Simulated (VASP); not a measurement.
# Ge in VASP: notebook

Runs on Ge. Level: PBEsol. Tasks: relaxation of cell and atoms, single point.

All numbers are computed with VASP 6.6.1; they aren't measurements. Logs are shortened: lines on timing, memory, paths and dates and some standing lists are left out, and cuts for length are marked.

## Step 1: The cell of the first run

Symmetry: Fd-3m, No. 227, cubic system. Conventional cell: a = 5.675 Å, b = 5.675 Å, c = 5.675 Å, α = 90.00°, β = 90.00°, γ = 90.00°. Within 3.2 Å of Ge (site symmetry -43m) lie 4 Ge at 2.46 Å.

## Step 2: Relaxation of cell and atoms, PBEsol

Contents of INCAR:

```
SYSTEM = Ge
ALGO     = Normal         ! electronic algorithm
EDIFF    = 1E-6           ! SCF threshold, eV
EDIFFG   = -0.015         ! ionic threshold
ENCUT    = 600            ! plane-wave cutoff, eV
GGA      = PS             ! functional
IBRION   = 2              ! ionic algorithm
ISIF     = 3              ! what is computed and relaxed
ISMEAR   = 0              ! smearing method
LASPH    = .True.         ! aspherical terms in the spheres
LCHARG   = .False.        ! write CHGCAR
LREAL    = .False.        ! projectors in reciprocal space
LWAVE    = .False.        ! write WAVECAR
NELM     = 60             ! most SCF steps
NSW      = 80             ! ionic steps
PREC     = Accurate       ! precision mode
SIGMA    = 0.1            ! smearing width, eV
```

Contents of KPOINTS:

```
k-points
0
Gamma
  10 10 8
  0 0 0
```

Contents of POSCAR:

```
Ge
1.0
    2.8374271074      2.8374271074      0.0000000000
   -2.8374271074      2.8374271074      0.0000000000
    0.0000000000      0.0000000000      5.6748542148
Ge
4
Direct
    0.0000000000      0.0000000000      0.5000000000
    0.5000000000      0.5000000000      0.0000000000
    0.5000000000      0.0000000000      0.7500000000
    0.0000000000      0.5000000000      0.2500000000
```

Potentials or basis: VASP PAW PBE potentials, release 64 (Ge_d).

Started as:

```bash
cat potpaw_PBE.64/Ge_d/POTCAR > POTCAR
mpirun -np 1 vasp_std > vasp.out
```

OUTCAR:

```text
SYSTEM = Ge
   EDIFF = 1E-6
   EDIFFG = -0.015
   ENCUT = 600
   GGA = PS
   IBRION = 2
   ISIF = 3
   ISMEAR = 0
   LASPH = .True.
   LREAL = .False.
   NELM = 60
   NSW = 80
   PREC = Accurate

 ion  position               nearest neighbor table
   1  0.000  0.000  0.500-   3 2.46   4 2.46   4 2.46   3 2.46
   2  0.500  0.500  0.000-   3 2.46   4 2.46   3 2.46   4 2.46
   3  0.500  0.000  0.750-   1 2.46   2 2.46   2 2.46   1 2.46
   4  0.000  0.500  0.250-   1 2.46   2 2.46   1 2.46   2 2.46

  LATTYP: Found a simple tetragonal cell.
 ALAT       =     4.0127278975
 C/A-ratio  =     1.4142135624

  Lattice vectors:

 A1 = (   2.8374271074,   2.8374271074,   0.0000000000)
 A2 = (  -2.8374271074,   2.8374271074,   0.0000000000)
 A3 = (   0.0000000000,   0.0000000000,   5.6748542148)

Analysis of symmetry for initial positions (statically):
=====================================================================
 Subroutine PRICEL returns following result:

  LATTYP: Found a face centered cubic cell.
 ALAT       =     5.6748542148

  Lattice vectors:

 A1 = (   0.0000000000,  -2.8374271074,  -2.8374271074)
 A2 = (   2.8374271074,   0.0000000000,  -2.8374271074)
 A3 = (   2.8374271074,  -2.8374271074,   0.0000000000)

   2 primitive cells build up your supercell.

 Routine SETGRP: Setting up the symmetry group for a
 simple tetragonal supercell.

 Subroutine GETGRP returns: Found 16 space group operations
 (whereof  8 operations were pure point group operations)
 out of a pool of 16 trial point group operations.

The static configuration has the point symmetry D_2d.
 The point group associated with its full space group is D_4h.

Analysis of symmetry for dynamics (positions and initial velocities):
=====================================================================
 Subroutine PRICEL returns following result:

  LATTYP: Found a face centered cubic cell.
 ALAT       =     5.6748542148

  Lattice vectors:

 A1 = (   0.0000000000,  -2.8374271074,  -2.8374271074)
 A2 = (   2.8374271074,   0.0000000000,  -2.8374271074)
 A3 = (   2.8374271074,  -2.8374271074,   0.0000000000)

   2 primitive cells build up your supercell.

 Routine SETGRP: Setting up the symmetry group for a
 simple tetragonal supercell.

 Subroutine GETGRP returns: Found 16 space group operations
 (whereof  8 operations were pure point group operations)
 out of a pool of 16 trial point group operations.

The dynamic configuration has the point symmetry D_2d.
 The point group associated with its full space group is D_4h.

 Subroutine INISYM returns: Found 16 space group operations
 (whereof  8 operations are pure point group operations),
 and found     2 'primitive' translations

----------------------------------------------------------------------------------------

                                     Primitive cell

  volume of cell :      45.6882

  direct lattice vectors                    reciprocal lattice vectors
     0.000000000 -2.837427107 -2.837427107    -0.176215981 -0.176215981 -0.176215981
     2.837427107  0.000000000 -2.837427107     0.176215981  0.176215981 -0.176215981
     2.837427107 -2.837427107  0.000000000     0.176215981 -0.176215981  0.176215981

  length of vectors
     4.012727898  4.012727898  4.012727898     0.305215031  0.305215031  0.305215031

  position of ions in fractional coordinates (direct lattice)
     0.500000000  0.500000000  0.500000000
     0.750000000  0.750000000  0.750000000

  ion indices of the primitive-cell ions
   primitive index   ion index
                 1           1
                 2           3

----------------------------------------------------------------------------------------

 KPOINTS: k-points

Automatic generation of k-mesh.
 Grid dimensions read from file:
 generate k-points for:   10   10    8

 Generating k-lattice:

  Cartesian coordinates                     Fractional coordinates (reciprocal lattice)
     0.017621598  0.017621598  0.000000000     0.100000000  0.000000000  0.000000000
    -0.017621598  0.017621598  0.000000000     0.000000000  0.100000000  0.000000000
     0.000000000  0.000000000  0.022026998     0.000000000  0.000000000  0.125000000

  Length of vectors
     0.024920703  0.024920703  0.022026998

  Shift w.r.t. Gamma in fractional coordinates (k-lattice)
     0.000000000  0.000000000  0.000000000

 Subroutine IBZKPT returns following result:
 ===========================================

 Found    105 irreducible k-points:

 Following reciprocal coordinates:
            Coordinates               Weight
  0.000000  0.000000  0.000000      1.000000
  0.100000  0.000000  0.000000      4.000000
  0.200000  0.000000  0.000000      4.000000
  0.300000  0.000000  0.000000      4.000000
  0.400000  0.000000  0.000000      4.000000
  0.500000  0.000000  0.000000      2.000000
[... 16 lines left out ...]
  0.100000  0.000000  0.125000      8.000000
  0.200000  0.000000  0.125000      8.000000
 [... further k-points ...]
   k-points           NKPTS =    105   k-points in BZ     NKDIM =    105   number of bands    NBANDS=     33
   number of dos      NEDOS =    301   number of ions     NIONS =      4
   total plane-waves  NPLWV =  49152
   dimension x,y,z NGX =    32 NGY =   32 NGZ =   48
   dimension x,y,z NGXF=    64 NGYF=   64 NGZF=   96
   ions per type =               4
   NGX,Y,Z   is equivalent  to a cutoff of  13.26, 13.26, 14.06 a.u.
   NGXF,Y,Z  is equivalent  to a cutoff of  26.51, 26.51, 28.12 a.u.
 SYSTEM =  Ge
   PREC   = accura    normal or accurate (medium, high low for compatibility)
   ISTART =      0    job   : 0-new  1-cont  2-samecut
   ICHARG =      2    charge: 1-file 2-atom 10-const
   ISPIN  =      1    spin polarized calculation?
   LNONCOLLINEAR =      F non collinear calculations
   LSORBIT =      F    spin-orbit coupling
   LASPH  =      T    aspherical Exc in radial PAW
   ENCUT  =  600.0 eV  44.10 Ry    6.64 a.u.   8.01  8.01 11.33*2*pi/ulx,y,z
   NELM   =     60;   NELMIN=  2; NELMDL= -5     # of ELM steps
   EDIFF  = 0.1E-05   stopping-criterion for ELM
   LREAL  =      F    real-space projection
   EDIFFG = -.1E-01   stopping-criterion for IOM
   NSW    =     80    number of steps for IOM
   IBRION =      2    ionic relax: 0-MD 1-quasi-New 2-CG
   NFREE  =      1    steps in history (QN), initial steepest desc. (CG)
   ISIF   =      3    stress and relaxation
   ISYM   =      2    0-nonsym 1-usesym 2-fastsym
   POTIM  = 0.5000    time-step for ionic-motion
   TEBEG  =    0.0;   TEEND  =   0.0 temperature during run
   PSTRESS=    0.0 pullay stress
   NELECT =      56.0000    total number of electrons
   NUPDOWN=      -1.0000    fix difference up-down
   EMIN   =  10.00;   EMAX   =-10.00  energy-range for DOS
   EFERMI =   0.00;   METHOD = LEGACY
   ISMEAR =     0;   SIGMA  =   0.10  broadening in eV -4-tet -1-fermi 0-gaus
   EFERMI_NEDOS =   21; number of points for ismear=-14 and -15
   IALGO  =     38    algorithm
   IMIX   =      4    mixing-type and parameters
     AMIX     =   0.40;   BMIX     =  1.00
     AMIX_MAG =   1.60;   BMIX_MAG =  1.00
  volume/ion in A,a.u.               =      22.84       154.16
  Fermi-wavevector in a.u.,A,eV,Ry     =   1.390570  2.627796 26.309373  1.933684
  Thomas-Fermi vector in A             =   2.514492
   LORBIT       =      0    0 simple, 1 ext, 2 COOP (PROOUT), +10 PAW based schemes
   GGA     = PS    functional components
   LHFCALC =     F    Hartree Fock is set to
   AEXX    =    0.0000 exact exchange contribution
   IVDW    =     0    specifies the selected vdW correction
   LEPSILON=     F    determine dielectric tensor
   LRPA    =     F    only Hartree local field effects (RPA)
 conjugate gradient relaxation of ions
 non-spin polarized calculation
 Gauss-broadening in eV      SIGMA  =   0.10
  energy-cutoff  :      600.00
  volume of cell :       91.38
 maximum number of plane-waves:      3088
   NGX = 17   NGY = 17   NGZ = 23

 number of electron      55.9999942 magnetization

 Free energy of the ion-electron system (eV)
  ---------------------------------------------------
  ext. energy  EPLUGINS =         0.00000000
  ---------------------------------------------------
  free energy    TOTEN  =       -19.74790425 eV

  energy without entropy =      -19.74735560  energy(sigma->0) =      -19.74762992

 E-fermi :   4.7981     XC(G=0): -10.0860

 val. band max:        4.7737605578   @ k =   0.0000   0.0000   0.0000
 cond. band min:       4.8691043829   @ k =   0.5000   0.0000   0.5000
 fundamental gap:      0.0953438251
 Fermi energy:         4.7981103867

 k-point     1 :       0.0000    0.0000    0.0000
  band No.  band energies     occupation
      1     -20.0100      2.00000
      2     -20.0100      2.00000
      3     -19.9767      2.00000
      4     -19.9767      2.00000
      5     -19.9764      2.00000
      6     -19.9409      2.00000
[... 25 lines left out ...]
     32       7.3021      0.00000
     33       7.3022      0.00000

 k-point     2 :       0.1000    0.0000    0.0000
  band No.  band energies     occupation
      1     -20.0155      2.00000
      2     -20.0103      2.00000
      3     -19.9818      2.00000
      4     -19.9784      2.00000
      5     -19.9767      2.00000
      6     -19.9367      2.00000
[... 25 lines left out ...]
     32       7.3932      0.00000
     33       7.4285      0.00000

 k-point     3 :       0.2000    0.0000    0.0000
  band No.  band energies     occupation
      1     -20.0240      2.00000
      2     -20.0108      2.00000
      3     -19.9911      2.00000
      4     -19.9842      2.00000
      5     -19.9739      2.00000
      6     -19.9275      2.00000
[... 25 lines left out ...]
     32       7.7585      0.00000
     33       7.8154      0.00000

 k-point     4 :       0.3000    0.0000    0.0000
  band No.  band energies     occupation
      1     -20.0277      2.00000
      2     -20.0112      2.00000
      3     -19.9996      2.00000
      4     -19.9935      2.00000
      5     -19.9650      2.00000
      6     -19.9229      2.00000
[... 673 lines left out ...]
     32       7.0912      0.00000
     33       7.6682      0.00000

 k-point    23 :       0.1000    0.0000    0.1250
  band No.  band energies     occupation
      1     -20.0144      2.00000
      2     -20.0091      2.00000
      3     -19.9834      2.00000
      4     -19.9826      2.00000
      5     -19.9748      2.00000
      6     -19.9398      2.00000
[... 25 lines left out ...]
     32       7.5716      0.00000
     33       7.7197      0.00000

 k-point    24 :       0.2000    0.0000    0.1250
  band No.  band energies     occupation
      1     -20.0227      2.00000
      2     -20.0096      2.00000
      3     -19.9910      2.00000
      4     -19.9874      2.00000
      5     -19.9721      2.00000
      6     -19.9311      2.00000
[... 25 lines left out ...]
     32       7.8905      0.00000
     33       8.1156      0.00000

 [... further k-points ...]
[... 5 lines left out ...]
  --------------------------------------------------------------------------------------
  -------------------------------------------------------------------------------------
  Total       -0.0131291     -0.0131291     -0.0389504      0.0000000     -0.0000000      0.0000000
  in kB       -0.2302024     -0.2302024     -0.6829486      0.0000000     -0.0000000      0.0000000
  external PRESSURE =      -0.3811178 kB  Pullay stress =       0.0000000 kB

 VOLUME and BASIS-vectors are now :
 -----------------------------------------------------------------------------
  energy-cutoff  :      600.00
  volume of cell :       91.38
      direct lattice vectors                 reciprocal lattice vectors
     2.837427107  2.837427107  0.000000000     0.176215981  0.176215981  0.000000000
    -2.837427107  2.837427107  0.000000000    -0.176215981  0.176215981  0.000000000
     0.000000000  0.000000000  5.674854215     0.000000000  0.000000000  0.176215981

 POSITION                                       TOTAL-FORCE (eV/Angst)
 -----------------------------------------------------------------------------------
      0.00000      0.00000      2.83743        -0.000000     -0.000000     -0.000000
      0.00000      2.83743      0.00000        -0.000000     -0.000000      0.000000
      1.41871      1.41871      4.25614         0.000000      0.000000     -0.000000
     -1.41871      1.41871      1.41871         0.000000      0.000000      0.000000
 -----------------------------------------------------------------------------------
    total drift:                                0.000000     -0.000000     -0.000000

  FREE ENERGIE OF THE ION-ELECTRON SYSTEM (eV)
  ---------------------------------------------------
  free  energy   TOTEN  =       -19.7479042502 eV

  energy  without entropy=      -19.7473555955  energy(sigma->0) =      -19.74762992

 reached required accuracy - stopping structural energy minimisation
```

It took 90 s on 1 thread of Intel Xeon 6975P-C (Granite Rapids), shared host; peak memory 0.4 GiB.

Results:

```
Free energy             : -19.7479 eV
Pressure after relaxing : 0.0 GPa
Band gap on the k mesh  : zero (filled and empty bands touch)
```

Final structure:
```yaml
crystal:
  lattice:
    - [2.83743, 2.83743, 0.00000]
    - [-2.83743, 2.83743, 0.00000]
    - [0.00000, 0.00000, 5.67485]
  atoms:
    - { symbol: Ge, position: [0.00000, 0.00000, 0.50000] }
    - { symbol: Ge, position: [0.50000, 0.50000, 0.00000] }
    - { symbol: Ge, position: [0.50000, 0.00000, 0.75000] }
    - { symbol: Ge, position: [0.00000, 0.50000, 0.25000] }
```

Levels at points of the mesh, in eV from the Fermi level:
```tsv
k point	band 26	band 27	band 28	band 29	band 30	band 31
(0.00, 0.00, 0.00)	-0.11	-0.02	-0.02	-0.02	0.65	0.65
(0.50, 0.00, 0.00)	-3.88	-1.52	-1.52	1.87	1.87	4.73
(0.50, 0.50, 0.00)	-3.08	-3.08	-3.08	0.65	0.65	0.65
(0.00, 0.00, 0.50)	-2.05	-2.05	-2.05	0.93	0.93	2.64
(0.50, 0.00, 0.50)	-1.42	-1.42	-1.42	0.07	0.07	3.68
(0.50, 0.50, 0.50)	-3.92	-3.92	-3.92	4.23	4.23	4.23
```

Caveat: the relaxation stopped at its first step, so nothing moved; semilocal functionals underestimate gaps, and a narrow one can read as zero; the PAW data sets were made with another functional, which shifts forces and pressure a little.

## Step 3: Single point, PBEsol (biaxial strain in the a-b plane: -2.0 %, then relaxed in part)

Contents of INCAR:

```
SYSTEM = Ge
  PREC = Accurate
  ENCUT = 520
  EDIFF = 1E-7
  ISMEAR = 0
  SIGMA = 0.1
  LREAL = .FALSE.
  LASPH = .TRUE.
  NELM = 60
  ALGO = Normal
  ISIF = 2
  LWAVE = .FALSE.
  LCHARG = .TRUE.
  GGA = PS
  LELF = .TRUE.
  LVHAR = .TRUE.
  NBANDS = 36
```

Contents of KPOINTS:

```
regular mesh
0
G
  14 14 10
  0 0 0
```

Contents of POSCAR:

```
Ge
1.0
    2.7806785653      2.7806785653      0.0000000000
   -2.7806785653      2.7806785653      0.0000000000
    0.0000000000      0.0000000000      5.7614644191
Ge
4
Direct
    0.5000000000      0.5000000000      0.5000000000
    0.5000000000      0.0000000000      0.2500000000
    0.0000000000      0.0000000000      0.0000000000
    0.0000000000      0.5000000000      0.7500000000
```

Potentials or basis: VASP PAW PBE potentials, release 64 (Ge_d).

Started as:

```bash
cat potpaw_PBE.64/Ge_d/POTCAR > POTCAR
mpirun -np 1 vasp_std > vasp.out
```

It took 6.5 min on 1 thread of Intel Xeon Platinum 8488C (Sapphire Rapids), shared host; peak memory 0.55 GiB.

Results (log left out):

```yaml
Free_energy: -19.7199 eV
Pressure: 1.8 GPa
Band_gap_on_the_k_mesh: 0.03 eV
```

Stress tensor (GPa, compression positive):
```
 2.67  0.00  0.00
 0.00  2.67  0.00
 0.00  0.00 -0.07
```

Levels at points of the mesh, in eV from the valence-band top:
```csv
k point,band 26,band 27,band 28,band 29,band 30,band 31
"(0.00, 0.00, 0.00)",-0.29,0.00,0.00,0.03,0.74,0.74
"(0.50, 0.00, 0.00)",-4.19,-1.45,-1.45,2.05,2.05,4.71
"(0.50, 0.50, 0.00)",-3.32,-3.32,-3.32,0.46,0.46,0.46
"(0.00, 0.00, 0.50)",-2.05,-2.05,-2.05,1.05,1.05,2.61
"(0.50, 0.00, 0.50)",-1.69,-1.36,-1.36,0.05,0.05,3.54
"(0.50, 0.50, 0.50)",-4.11,-4.11,-4.11,3.94,3.94,3.94
```

Caveat: the cell differs from its parent crystal (biaxial strain in the a-b plane: -2.0 %, then relaxed in part); the PAW data sets were made with another functional, which shifts forces and pressure a little. A k mesh can miss the band edges.

## Step 4: Single point, PBEsol (uniaxial strain along c: -2.0 %)

Contents of INCAR:

```
SYSTEM = Ge
ALGO     = Normal         ! electronic algorithm
EDIFF    = 1E-7           ! SCF threshold, eV
ENCUT    = 520            ! plane-wave cutoff, eV
GGA      = PS             ! functional
ISIF     = 2              ! what is computed and relaxed
ISMEAR   = 0              ! smearing method
LASPH    = .True.         ! aspherical terms in the spheres
LCHARG   = .False.        ! write CHGCAR
LREAL    = .False.        ! projectors in reciprocal space
LWAVE    = .False.        ! write WAVECAR
NBANDS   = 36             ! bands
NELM     = 80             ! most SCF steps
PREC     = Accurate       ! precision mode
SIGMA    = 0.1            ! smearing width, eV
```

Contents of KPOINTS:

```
k-points
0
Gamma
  14 14 10
  0 0 0
```

Contents of POSCAR:

```
Ge
1.0
    2.8516142429      2.8516142429      0.0000000000
   -2.8516142429      2.8516142429      0.0000000000
    0.0000000000      0.0000000000      5.5613571305
Ge
4
Direct
    0.5000000000      0.5000000000      0.5000000000
    0.5000000000      0.0000000000      0.2500000000
    0.0000000000      0.0000000000      0.0000000000
    0.0000000000      0.5000000000      0.7500000000
```

Started as:

```bash
cat potpaw_PBE.64/Ge_d/POTCAR > POTCAR
mpirun -np 1 vasp_std > vasp.out
```

It took 12 min on 1 thread of Intel Xeon 8259CL, shared host; peak memory 0.55 GiB.

It converged, with:

| Property | Result |
| --- | --- |
| Free energy | -19.7395 eV |
| Pressure | 0.7 GPa |
| Band gap on the k mesh | 0.12 eV |

Stress tensor (GPa, compression positive):
```
0.08 0.00 0.00
0.00 0.08 0.00
0.00 0.00 1.79
```

Levels at points of the mesh, in eV from the valence-band top:
| k point | band 26 | band 27 | band 28 | band 29 | band 30 | band 31 |
| --- | --- | --- | --- | --- | --- | --- |
| (0.00, 0.00, 0.00) | -0.06 | -0.06 | 0.00 | 0.13 | 0.53 | 0.53 |
| (0.50, 0.00, 0.00) | -3.81 | -1.63 | -1.63 | 1.79 | 1.79 | 4.79 |
| (0.50, 0.50, 0.00) | -3.03 | -3.03 | -3.03 | 0.73 | 0.73 | 0.73 |
| (0.00, 0.00, 0.50) | -2.14 | -2.14 | -2.14 | 0.79 | 0.79 | 2.72 |
| (0.50, 0.00, 0.50) | -1.52 | -1.30 | -1.30 | 0.12 | 0.12 | 3.64 |
| (0.50, 0.50, 0.50) | -3.94 | -3.94 | -3.94 | 4.52 | 4.52 | 4.52 |

Caveat: the cell differs from its parent crystal (uniaxial strain along c: -2.0 %); the PAW data sets were made with another functional, which shifts forces and pressure a little. A k mesh can miss the band edges.

## Step 5: Overview

```csv
task,cell,k mesh,cutoff (eV),gap on the mesh (eV),pressure (GPa)
relaxation of cell and atoms,"relaxed from a = 4.013, b = 4.013, c = 5.675 Å, 4 atoms",10 × 10 × 8,600,none,0.0
single point,"a = 3.932, b = 3.932, c = 5.761 Å, 4 atoms",14 × 14 × 10,520,0.03,1.8
single point,"a = 4.033, b = 4.033, c = 5.561 Å, 4 atoms",14 × 14 × 10,520,0.12,0.7
```

Alike in all rows: level PBEsol; potentials or basis VASP PAW PBE potentials, release 64 (Ge_d); no spin polarisation; smearing gaussian 0.1 eV.

Caveats: the PAW data sets were made with another functional, which shifts forces and pressure a little; the relaxation stopped at its first step, so nothing moved (at least some runs); semilocal functionals underestimate gaps, and a narrow one can read as zero (at least some runs).

Total energies depend on the potentials used, so only differences within one code and one set of settings carry meaning.

The gap in the log of VASP goes by the Fermi energy; the results here count the filled bands.